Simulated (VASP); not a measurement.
# La (P6_3/mmc) in VASP: a series of runs

The runs below take La through single point, relaxation of volume and atoms at fixed shape, with PBEsol.

All numbers are computed with VASP 6.6.1; they aren't measurements. Logs are shortened: lines on timing, memory, paths and dates and some standing lists are left out, and cuts for length are marked.

### 1 The cell of the first run

The structure is hexagonal, space group P6_3/mmc (No. 194). Conventional cell: a = 3.649 Å, b = 3.649 Å, c = 5.906 Å, α = 90.00°, β = 90.00°, γ = 120.00°. Within 4.8 Å of La (site symmetry -6m2) lie 12 La at 3.63 to 3.65 Å.

### 2 Single point, PBEsol

INCAR

```
PREC     = Accurate       # precision mode
ENCUT    = 520            # plane-wave cutoff, eV
EDIFF    = 1E-6           # SCF threshold, eV
ISMEAR   = 1              # smearing method
SIGMA    = 0.05           # smearing width, eV
LREAL    = False          # projectors in reciprocal space
LASPH    = True           # aspherical terms in the spheres
NELM     = 100            # most SCF steps
ALGO     = Normal         # electronic algorithm
ISIF     = 2              # what is computed and relaxed
LWAVE    = False          # write WAVECAR
LCHARG   = False          # write CHGCAR
GGA      = PS             # functional
NBANDS   = 18             # bands
```

KPOINTS

```
Automatic mesh
0
Gamma
  7 7 4
```

POSCAR

```
La
1.0
    3.6486480332      0.0000000000      0.0000000000
   -1.8243240166      3.1598218862      0.0000000000
    0.0000000000      0.0000000000      5.9059451899
La
2
Direct
    0.3333333333      0.6666666667      0.2500000000
    0.6666666667      0.3333333333      0.7500000000
```

Potentials or basis: VASP PAW PBE potentials, release 64 (La).

On the command line:

```
cat potpaw_PBE.64/La/POTCAR > POTCAR
mpirun -np 1 vasp_std > vasp.out
```

OUTCAR:

```text
PREC = Accurate
   ENCUT = 520
   EDIFF = 1E-6
   ISMEAR = 1
   LREAL = False
   LASPH = True
   NELM = 100
   ISIF = 2
   GGA = PS

 ion  position               nearest neighbor table
   1  0.333  0.667  0.250-   2 3.63   2 3.63   2 3.63   2 3.63   2 3.63   2 3.63
   2  0.667  0.333  0.750-   1 3.63   1 3.63   1 3.63   1 3.63   1 3.63   1 3.63

  LATTYP: Found a hexagonal cell.
 ALAT       =     3.6486480332
 C/A-ratio  =     1.6186667325

  Lattice vectors:

 A1 = (   3.6486480332,   0.0000000000,   0.0000000000)
 A2 = (  -1.8243240166,   3.1598218862,   0.0000000000)
 A3 = (   0.0000000000,   0.0000000000,   5.9059451899)

Analysis of symmetry for initial positions (statically):
=====================================================================
 Subroutine PRICEL returns:
 Original cell was already a primitive cell.

 Routine SETGRP: Setting up the symmetry group for a
 hexagonal supercell.

 Subroutine GETGRP returns: Found 24 space group operations
 (whereof 12 operations were pure point group operations)
 out of a pool of 24 trial point group operations.

The static configuration has the point symmetry D_3d.
 The point group associated with its full space group is D_6h.

Analysis of symmetry for dynamics (positions and initial velocities):
=====================================================================
 Subroutine PRICEL returns:
 Original cell was already a primitive cell.

 Routine SETGRP: Setting up the symmetry group for a
 hexagonal supercell.

 Subroutine GETGRP returns: Found 24 space group operations
 (whereof 12 operations were pure point group operations)
 out of a pool of 24 trial point group operations.

The dynamic configuration has the point symmetry D_3d.
 The point group associated with its full space group is D_6h.

 Subroutine INISYM returns: Found 24 space group operations
 (whereof 12 operations are pure point group operations),
 and found     1 'primitive' translations

----------------------------------------------------------------------------------------

                                     Primitive cell

  volume of cell :      68.0901

  direct lattice vectors                    reciprocal lattice vectors
     3.648648033  0.000000000  0.000000000     0.274074120  0.158236767  0.000000000
    -1.824324017  3.159821886  0.000000000     0.000000000  0.316473534  0.000000000
     0.000000000  0.000000000  5.905945190     0.000000000  0.000000000  0.169320908

  length of vectors
[... 80 lines left out ...]
   NELM   =    100;   NELMIN=  2; NELMDL= -5     # of ELM steps
   EDIFF  = 0.1E-05   stopping-criterion for ELM
   LREAL  =      F    real-space projection
   EDIFFG = 0.1E-04   stopping-criterion for IOM
   NSW    =      0    number of steps for IOM
   IBRION =     -1    ionic relax: 0-MD 1-quasi-New 2-CG
   NFREE  =      0    steps in history (QN), initial steepest desc. (CG)
   ISIF   =      2    stress and relaxation
   ISYM   =      2    0-nonsym 1-usesym 2-fastsym
   POTIM  = 0.5000    time-step for ionic-motion
   TEBEG  =    0.0;   TEEND  =   0.0 temperature during run
   PSTRESS=    0.0 pullay stress
   NELECT =      22.0000    total number of electrons
   NUPDOWN=      -1.0000    fix difference up-down
   EMIN   =  10.00;   EMAX   =-10.00  energy-range for DOS
   EFERMI =   0.00;   METHOD = LEGACY
   ISMEAR =     1;   SIGMA  =   0.05  broadening in eV -4-tet -1-fermi 0-gaus
   EFERMI_NEDOS =   21; number of points for ismear=-14 and -15
   IALGO  =     38    algorithm
   IMIX   =      4    mixing-type and parameters
     AMIX     =   0.40;   BMIX     =  1.00
     AMIX_MAG =   1.60;   BMIX_MAG =  1.00
  volume/ion in A,a.u.               =      34.05       229.75
  Fermi-wavevector in a.u.,A,eV,Ry     =   1.123365  2.122853 17.169871  1.261950
  Thomas-Fermi vector in A             =   2.260031
   LORBIT       =      0    0 simple, 1 ext, 2 COOP (PROOUT), +10 PAW based schemes
   GGA     = PS    functional components
   LHFCALC =     F    Hartree Fock is set to
   AEXX    =    0.0000 exact exchange contribution
   IVDW    =     0    specifies the selected vdW correction
   LEPSILON=     F    determine dielectric tensor
   LRPA    =     F    only Hartree local field effects (RPA)
 non-spin polarized calculation
 Methfessel and Paxton  Order N= 1 SIGMA  =   0.05
  energy-cutoff  :      520.00
  volume of cell :       68.09
 maximum number of plane-waves:      1860
 NGX is ok and might be reduce to    28
   NGX = 13   NGY = 13   NGZ = 21

 number of electron      22.0000001 magnetization

 Free energy of the ion-electron system (eV)
  ---------------------------------------------------
  ext. energy  EPLUGINS =         0.00000000
  ---------------------------------------------------
  free energy    TOTEN  =       -10.56737924 eV

  energy without entropy =      -10.56589928  energy(sigma->0) =      -10.56688592

 E-fermi :   8.5360     XC(G=0): -10.0449

 val. band max:        8.5329359463   @ k =   0.2857   0.2857   0.2500
 cond. band min:       8.5439606999   @ k =   0.2857   0.2857   0.5000
 fundamental gap:      0.0110247536
 Fermi energy:         8.5359807818

 k-point     1 :       0.0000    0.0000    0.0000
  band No.  band energies     occupation
      1     -24.1454      2.00000
      2     -23.8595      2.00000
      3      -8.6722      2.00000
      4      -7.1321      2.00000
      5      -7.1321      2.00000
      6      -6.8947      2.00000
[... 481 lines left out ...]
      5      -7.8658      2.00000
      6      -7.8658      2.00000
[... 10 lines left out ...]
     17      10.6103      0.00000
     18      10.6315      0.00000

------------------------ aborting loop because EDIFF is reached ----------------------------------------

  FORCE on cell =-STRESS in cart. coord.  units (eV):
  Direction    XX          YY          ZZ          XY          YZ          ZX
  --------------------------------------------------------------------------------------
  -------------------------------------------------------------------------------------
  Total       -0.0137450     -0.0137450      0.8834781      0.0000000      0.0000000      0.0000000
  in kB       -0.3234243     -0.3234243     20.7884626      0.0000000      0.0000000      0.0000000
  external PRESSURE =       6.7138713 kB  Pullay stress =       0.0000000 kB

 VOLUME and BASIS-vectors are now :
 -----------------------------------------------------------------------------
  energy-cutoff  :      520.00
  volume of cell :       68.09
      direct lattice vectors                 reciprocal lattice vectors
     3.648648033  0.000000000  0.000000000     0.274074120  0.158236767  0.000000000
    -1.824324017  3.159821886  0.000000000     0.000000000  0.316473534  0.000000000
     0.000000000  0.000000000  5.905945190     0.000000000  0.000000000  0.169320908

 POSITION                                       TOTAL-FORCE (eV/Angst)
 -----------------------------------------------------------------------------------
     -0.00000      2.10655      1.47649         0.000000     -0.000000      0.000000
      1.82432      1.05327      4.42946        -0.000000      0.000000      0.000000
 -----------------------------------------------------------------------------------
    total drift:                               -0.000000      0.000000     -0.000000

  FREE ENERGIE OF THE ION-ELECTRON SYSTEM (eV)
  ---------------------------------------------------
  free  energy   TOTEN  =       -10.5673792363 eV

  energy  without entropy=      -10.5658992802  energy(sigma->0) =      -10.56688592
```

OSZICAR:

```text
N       E                     dE             d eps       ncg     rms          rms(c)
DAV:   1     0.243697396090E+03    0.24370E+03   -0.80242E+03   872   0.171E+03
DAV:   2     0.242576343537E+02   -0.21944E+03   -0.21652E+03  1216   0.306E+02
DAV:   3    -0.722405237402E+01   -0.31482E+02   -0.30992E+02  1434   0.134E+02
DAV:   4    -0.103374627805E+02   -0.31134E+01   -0.30832E+01  1720   0.354E+01
DAV:   5    -0.105821818398E+02   -0.24472E+00   -0.24390E+00  1384   0.989E+00    0.353E+00
DAV:   6    -0.105895212885E+02   -0.73394E-02   -0.61263E-01  1728   0.493E+00    0.177E+00
DAV:   7    -0.105693538197E+02    0.20167E-01   -0.44388E-02  1400   0.127E+00    0.603E-01
DAV:   8    -0.105672188219E+02    0.21350E-02   -0.93465E-03  1728   0.697E-01    0.908E-02
DAV:   9    -0.105673136464E+02   -0.94824E-04   -0.83320E-04  1504   0.203E-01    0.453E-02
DAV:  10    -0.105673475616E+02   -0.33915E-04   -0.19664E-04  1648   0.903E-02    0.411E-02
DAV:  11    -0.105673672056E+02   -0.19644E-04   -0.40195E-05  1456   0.491E-02    0.238E-02
DAV:  12    -0.105673795785E+02   -0.12373E-04   -0.63843E-05  1624   0.624E-02    0.548E-03
DAV:  13    -0.105673792363E+02    0.34222E-06   -0.57991E-06  1432   0.221E-02
   1 F= -.10567379E+02 E0= -.10566886E+02  d E =-.147996E-02
```

Run time: 41 s. Hardware: 1 thread of Intel Xeon Platinum 8559C (Emerald Rapids), shared host; peak memory 0.19 GiB.

Results:

| Property | Result |
| --- | --- |
| Free energy | -10.5674 eV |
| Pressure | 0.7 GPa |
| Band gap on the k mesh | zero (bands 11 and 12 overlap by 1.57 eV) |

Caveat: the PAW data sets were made with another functional, which shifts forces and pressure a little; spin-orbit coupling is left out, which moves the levels of the heavy elements.

### 3 Single point, PBEsol

This run uses another cell than the first one, of 34.74 Å³/atom.

INCAR

```
SYSTEM = La
PREC = Accurate ; ENCUT = 520
EDIFF = 1E-6 ; ISMEAR = 1
SIGMA = 0.05 ; LREAL = .FALSE.
LASPH = .TRUE. ; NELM = 60
ALGO = Normal ; ISIF = 2
LWAVE = .FALSE. ; LCHARG = .TRUE.
GGA = PS ; LELF = .TRUE.
LVHAR = .TRUE. ; NBANDS = 18
```

KPOINTS

```
Automatic mesh
0
G
  7 7 4
  0 0 0
```

POSCAR

```
La
1.0
    3.6733018083      0.0000000000      0.0000000000
   -1.8366509041      3.1811726817      0.0000000000
    0.0000000000      0.0000000000      5.9458514355
La
2
Direct
    0.3333333333      0.6666666667      0.2500000000
    0.6666666667      0.3333333333      0.7500000000
```

Potentials or basis: VASP PAW PBE potentials, release 64 (La).

On the command line:

```
cat potpaw_PBE.64/La/POTCAR > POTCAR
mpirun -np 1 vasp_std > vasp.out
```

Wall time 49 s (1 thread of Intel Xeon Platinum 8559C (Emerald Rapids), shared host); peak memory 0.19 GiB.

It converged, with:

- Free energy: -10.5706 eV
- Pressure: 0.1 GPa
- Band gap on the k mesh: zero (bands 11 and 12 overlap by 1.54 eV)

Stress tensor (GPa, compression positive):
```
-0.55  0.00  0.00
 0.00 -0.55  0.00
 0.00  0.00  1.32
```

Levels at points of the mesh, in eV from the Fermi level:
```csv
k point,band 7,band 8,band 9,band 10,band 11,band 12,band 13,band 14,band 15,band 16
"(0.00, 0.00, 0.00)",-15.50,-15.46,-3.15,-1.82,1.16,1.40,1.40,1.71,1.80,1.82
"(0.00, 0.00, 0.50)",-15.62,-15.62,-1.79,-1.79,0.71,0.71,1.45,1.45,1.45,1.45
```

Caveat: the PAW data sets were made with another functional, which shifts forces and pressure a little; spin-orbit coupling is left out, which moves the levels of the heavy elements.

(Continued in part 2 of 2.)
